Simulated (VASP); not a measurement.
# Mn in VASP: notebook, part 2 of 2

VASP 6.6.1.

## (3) Relaxation of cell and atoms, r2SCAN, collinear spin, ferromagnetic start

Contents of POSCAR:

```
Mn
1.0
    1.2784742138      0.7381274315      1.9643088806
   -1.2784742138      0.7381274315      1.9643088806
    0.0000000000     -1.4762548630      1.9643088806
Mn
1
Direct
    0.5000000000      0.5000000000      0.5000000000
```

Contents of INCAR.step1:

```
SYSTEM = Mn
PREC = Accurate ; ENCUT = 600
ISMEAR = 0 ; SIGMA = 0.1
LREAL = .FALSE. ; LASPH = .TRUE.
NELM = 150 ; ISPIN = 2
MAGMOM = 1.49 ; LMAXMIX = 4
GGA = PE ; ALGO = Normal
EDIFF = 1E-4 ; LWAVE = .TRUE.
LCHARG = .FALSE.
```

Contents of INCAR.step2:

```
SYSTEM = Mn
PREC = Accurate ; ENCUT = 600
EDIFF = 1E-7 ; ISMEAR = 0
SIGMA = 0.1 ; LREAL = .FALSE.
LASPH = .TRUE. ; NELM = 150
ALGO = Normal ; ISIF = 3
LWAVE = .FALSE. ; LCHARG = .FALSE.
ISPIN = 2 ; MAGMOM = 1.49
LORBIT = 11 ; LMAXMIX = 4
METAGGA = R2SCAN ; LMIXTAU = .TRUE.
IBRION = 2 ; NSW = 90
EDIFFG = -0.04 ; ISTART = 1
```

Contents of KPOINTS:

```
Automatic mesh
0
G
  9 9 9
  0 0 0
```

Potentials or basis: VASP PAW PBE potentials, release 64 (Mn_pv).

On the command line:

```
$ cat potpaw_PBE.64/Mn_pv/POTCAR > POTCAR
$ cp INCAR.step1 INCAR
$ mpirun -np 1 vasp_std > vasp.out
$ cp INCAR.step2 INCAR
$ mpirun -np 1 vasp_std > vasp.out
```

Wall time 6.5 min (1 thread of Intel Xeon 6975P-C (Granite Rapids), shared host); peak memory 0.16 GiB.

The run converged. Its results:

```
Free energy                                           : -14.2536 eV
Relaxed volume                                        : 10.46 Å³/atom
Relaxed cell                                          : a = 2.455 Å, b = 2.455 Å, c = 2.455 Å, α = 60.00°, β = 60.00°, γ = 60.00°
Space group after relaxing (to 0.05 Å)                : Fm-3m (No. 225)
Energy gained by relaxing                             : 62.2 meV/atom
Ionic steps                                           : 9
Pressure after relaxing                               : -0.1 GPa
Net moment                                            : 0.00 μB per cell
Valence electrons inside the program's atomic spheres : Mn 12.06
```

The path:
```tsv
step	energy change (eV)	largest force (eV/Å)	pressure (GPa)	volume (Å³)
1	0.0000	0.0000	-15.48	11.12
2	0.0438	0.0000	37.48	9.47
3	-0.0512	0.0000	2.78	10.38
4	-0.0513	0.0000	3.42	10.35
5	-0.0607	0.0000	0.79	10.43
6	-0.0620	0.0000	1.30	10.41
7	-0.0620	0.0000	1.22	10.41
8	-0.0619	0.0000	-1.61	10.51
9	-0.0622	0.0000	-0.15	10.46
```

Final structure:
```xyz
1
Lattice="1.2274 0.7086 2.0042 -1.2274 0.7086 2.0042 0.0000 -1.4172 2.0042" Properties=species:S:1:pos:R:3 pbc="T T T"
Mn    0.0000    0.0000    3.0063
```

Levels at points of the mesh, in eV from the Fermi level:
Spin up:
```
           k point  band 5  band 6  band 7  band 8  band 9  band 10
(0.00, 0.00, 0.00)   -1.30   -1.30   -1.30    0.69    0.69    22.19
```
Spin down:
| k point | band 3 | band 4 | band 5 | band 6 | band 7 | band 8 | band 9 | band 10 | band 11 |
| --- | --- | --- | --- | --- | --- | --- | --- | --- | --- |
| (0.00, 0.00, 0.00) | -49.43 | -9.00 | -1.30 | -1.30 | -1.30 | 0.69 | 0.69 | 22.19 | 28.73 |

Caveat: the PAW data sets were made with another functional, which shifts forces and pressure a little.

## (4) Single point, r2SCAN, collinear spin, ferromagnetic start

This run uses another cell than the first one: it holds 2 atoms, not 1.

Contents of POSCAR:

```
Mn
1.0
    1.2784742138      0.7381274315      3.9286177612
   -1.2784742138      0.7381274315      3.9286177612
    0.0000000000     -1.4762548630      3.9286177612
Mn
2
Direct
    0.2499999466      0.2499999466      0.2499999466
    0.7500000534      0.7500000534      0.7500000534
```

Contents of INCAR.step1:

```
SYSTEM = Mn
  ALGO = Normal
  EDIFF = 1E-4
  ENCUT = 520
  GGA = PE
  ISMEAR = 0
  ISPIN = 2
  LASPH = .TRUE.
  LCHARG = .FALSE.
  LMAXMIX = 4
  LREAL = .FALSE.
  LWAVE = .TRUE.
  MAGMOM = 0.67 0.67
  NBANDS = 24
  NELM = 150
  PREC = Accurate
  SIGMA = 0.1
```

Contents of INCAR.step2:

```
SYSTEM = Mn
  ALGO = Normal
  EDIFF = 1E-6
  ENCUT = 520
  ISIF = 2
  ISMEAR = 0
  ISPIN = 2
  ISTART = 1
  LASPH = .TRUE.
  LCHARG = .TRUE.
  LELF = .TRUE.
  LMAXMIX = 4
  LMIXTAU = .TRUE.
  LORBIT = 11
  LREAL = .FALSE.
  LVHAR = .TRUE.
  LWAVE = .FALSE.
  MAGMOM = 0.67 0.67
  METAGGA = R2SCAN
  NBANDS = 24
  NELM = 150
  PREC = Accurate
  SIGMA = 0.1
```

Contents of KPOINTS:

```
k-points
0
G
  6 6 6
  0 0 0
```

On the command line:

```
$ cat potpaw_PBE.64/Mn_pv/POTCAR > POTCAR
$ cp INCAR.step1 INCAR
$ mpirun -np 1 vasp_std > vasp.out
$ cp INCAR.step2 INCAR
$ mpirun -np 1 vasp_std > vasp.out
```

It took 90 s on 1 thread of Intel Xeon 6975P-C (Granite Rapids), shared host; peak memory 0.22 GiB.

Results (log left out):

```
Free energy                                           : -28.3892 eV
Pressure                                              : -15.8 GPa
Band gap on the k mesh                                : zero (filled and empty bands overlap)
Net moment                                            : 0.00 μB per cell
Valence electrons inside the program's atomic spheres : Mn 11.95
```

Stress tensor (GPa, compression positive):
```
-24.76   0.00   0.00
  0.00 -24.76   0.00
  0.00   0.00   2.22
```

Levels at points of the mesh, in eV from the Fermi level:
Spin up:
| k point | band 10 | band 11 | band 12 | band 13 | band 14 | band 15 | band 16 | band 17 |
| --- | --- | --- | --- | --- | --- | --- | --- | --- |
| (0.00, 0.00, 0.00) | -1.48 | -1.37 | -1.37 | -0.74 | 0.66 | 0.66 | 1.03 | 1.78 |
| (0.50, 0.00, 0.00) | -2.87 | -1.30 | -1.30 | -0.04 | -0.04 | 1.55 | 1.55 | 4.33 |
| (0.50, 0.50, 0.00) | -1.55 | -0.80 | -0.02 | 1.44 | 1.63 | 1.80 | 1.88 | 2.00 |
| (0.50, 0.50, 0.50) | -1.54 | -0.90 | -0.90 | -0.90 | -0.90 | 0.55 | 0.55 | 0.55 |
Spin down:
| k point | band 11 | band 12 | band 13 | band 14 | band 15 | band 16 |
| --- | --- | --- | --- | --- | --- | --- |
| (0.00, 0.00, 0.00) | -1.37 | -1.37 | -0.74 | 0.66 | 0.66 | 1.03 |
| (0.50, 0.00, 0.00) | -1.30 | -1.30 | -0.04 | -0.04 | 1.55 | 1.55 |
| (0.50, 0.50, 0.00) | -0.80 | -0.02 | 1.44 | 1.63 | 1.80 | 1.88 |
| (0.50, 0.50, 0.50) | -0.90 | -0.90 | -0.90 | -0.90 | 0.55 | 0.55 |

Caveat: the k points lie up to 0.48 Å⁻¹ apart; the PAW data sets were made with another functional, which shifts forces and pressure a little.

## (5) Single point, r2SCAN, collinear spin, ferromagnetic start

This run uses another cell than the first one, of 15.45 Å³/atom, 1.391 times its volume.

Contents of POSCAR:

```
Mn
1.0
    0.0000000000      1.9766542570      1.9766542570
    1.9766542570      0.0000000000      1.9766542570
    1.9766542570      1.9766542570      0.0000000000
Mn
1
Direct
    0.0000000000      0.0000000000      0.0000000000
```

Contents of INCAR.step1:

```
SYSTEM = Mn
ALGO     = Normal         ! electronic algorithm
EDIFF    = 1E-4           ! SCF threshold, eV
ENCUT    = 520            ! plane-wave cutoff, eV
GGA      = PE             ! functional
ISMEAR   = 0              ! smearing method
ISPIN    = 2              ! spin polarisation
LASPH    = .True.         ! aspherical terms in the spheres
LCHARG   = .False.        ! write CHGCAR
LMAXMIX  = 4              ! l up to which the mixer works
LREAL    = .False.        ! projectors in reciprocal space
LWAVE    = .True.         ! write WAVECAR
MAGMOM   = 4.11           ! initial moments
NBANDS   = 16             ! bands
NELM     = 150            ! most SCF steps
PREC     = Accurate       ! precision mode
SIGMA    = 0.1            ! smearing width, eV
```

Contents of INCAR.step2:

```
SYSTEM = Mn
ALGO     = Normal         ! electronic algorithm
EDIFF    = 1E-7           ! SCF threshold, eV
ENCUT    = 520            ! plane-wave cutoff, eV
ISIF     = 2              ! what is computed and relaxed
ISMEAR   = 0              ! smearing method
ISPIN    = 2              ! spin polarisation
ISTART   = 1            
LASPH    = .True.         ! aspherical terms in the spheres
LCHARG   = .False.        ! write CHGCAR
LMAXMIX  = 4              ! l up to which the mixer works
LMIXTAU  = .True.       
LORBIT   = 11             ! projections on sites
LREAL    = .False.        ! projectors in reciprocal space
LWAVE    = .False.        ! write WAVECAR
MAGMOM   = 4.11           ! initial moments
METAGGA  = R2SCAN         ! meta-GGA
NBANDS   = 16             ! bands
NELM     = 150            ! most SCF steps
PREC     = Accurate       ! precision mode
SIGMA    = 0.1            ! smearing width, eV
```

Contents of KPOINTS:

```
k-points
0
Gamma
  24 24 24
  0 0 0
```

On the command line:

```
$ cat potpaw_PBE.64/Mn_pv/POTCAR > POTCAR
$ cp INCAR.step1 INCAR
$ mpirun -np 1 vasp_std > vasp.out
$ cp INCAR.step2 INCAR
$ mpirun -np 1 vasp_std > vasp.out
```

Wall time 12 min (1 thread of AMD EPYC 9R45 (Zen 5), shared host); peak memory 0.24 GiB.

The run converged. Its results:

| Item | Value |
| --- | --- |
| Free energy | -14.5795 eV |
| Pressure | 0.2 GPa |
| Net moment | 3.83 μB per cell |
| Site moments | Mn +3.76 μB |
| Valence electrons inside the program's atomic spheres | Mn 11.53 |

Levels at points of the mesh, in eV from the Fermi level:
Spin up:
```tsv
k point	band 6	band 7	band 8	band 9	band 10	band 11
(0.00, 0.00, 0.00)	-2.76	-2.76	-1.88	-1.88	18.44	21.92
(0.50, 0.00, 0.00)	-2.85	-1.15	-1.15	-0.64	4.25	17.60
(0.50, 0.50, 0.00)	-1.23	-0.94	-0.94	1.43	7.30	11.52
```
Spin down:
```csv
k point,band 1,band 2,band 3,band 4,band 5,band 6,band 7,band 8,band 9,band 10
"(0.00, 0.00, 0.00)",-46.36,-46.36,-46.36,-7.83,1.89,1.89,1.89,3.37,3.37,18.73
"(0.50, 0.00, 0.00)",-46.64,-46.40,-46.40,-2.24,-0.58,1.83,1.83,4.10,4.10,7.89
"(0.50, 0.50, 0.00)",-46.62,-46.46,-46.46,-1.92,-0.62,2.07,4.19,4.25,4.25,10.35
```

Caveat: the PAW data sets were made with another functional, which shifts forces and pressure a little.

## (6) Overview

```tsv
task	cell	k mesh	cutoff (eV)	gap on the mesh (eV)	pressure (GPa)	moment (μB)
single point	a = 2.452 Å, angles 63.0°, 1 atom	9 × 9 × 9	520	none	-14.6	0.00
relaxation of cell and atoms	relaxed from a = 2.457 Å, angles 62.7°, 1 atom	9 × 9 × 9	600	none	-0.1	0.00
single point	a = 4.197 Å, angles 35.5°, 2 atoms	6 × 6 × 6	520	none	-15.8	0.00
single point	a = 2.795 Å, angles 60.0°, 1 atom	24 × 24 × 24	520	none	0.2	3.83
```

Alike in all rows: level r2SCAN; potentials or basis VASP PAW PBE potentials, release 64 (Mn_pv); spin collinear, ferromagnetic start; smearing gaussian 0.1 eV.

Caveats: some runs use coarse meshes; the PAW data sets were made with another functional, which shifts forces and pressure a little.

Absolute energies hang on the potentials; compare differences alone.
